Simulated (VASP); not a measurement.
A run of VASP 6.6.1:

Contents of INCAR:

```
PREC = Accurate ; ENCUT = 520
EDIFF = 1E-6 ; ISMEAR = 0
SIGMA = 0.01 ; LREAL = False
LASPH = True ; NELM = 60
ALGO = Normal ; ISIF = 2
LWAVE = False ; LCHARG = True
GGA = RP ; LELF = True
LVHAR = True ; NBANDS = 33
```

Contents of KPOINTS:

```
Automatic mesh
0
Gamma
  8 8 8
```

POSCAR

```
TiO2
1.0
   -1.8921000000      1.8921000000      4.7573000000
    1.8921000000     -1.8921000000      4.7573000000
    1.8921000000      1.8921000000     -4.7573000000
Ti O
2 4
Direct
    0.0000000000      0.0000000000      0.0000000000
    0.7500000000      0.2500000000      0.5000000000
    0.2081000000      0.2081000000      0.0000000000
    0.9581000000      0.4581000000      0.5000000000
    0.5419000000      0.0419000000      0.5000000000
    0.7919000000      0.7919000000      0.0000000000
```

Potentials or basis: VASP PAW PBE potentials, release 64 (Ti_sv, O).

The run is started by

```bash
$ cat potpaw_PBE.64/Ti_sv/POTCAR potpaw_PBE.64/O/POTCAR > POTCAR
$ mpirun -np 1 vasp_std > vasp.out
```

Hardware: 1 thread of Intel(R) Xeon(R) 6975P-C (Granite Rapids), on a shared host.

How long does it take, and how much memory?

Wall time 2.7 min on 1 thread of Intel(R) Xeon(R) 6975P-C (Granite Rapids), on a shared host, peak memory 0.3 GiB. Counts: scf iterations 16, k points 59.
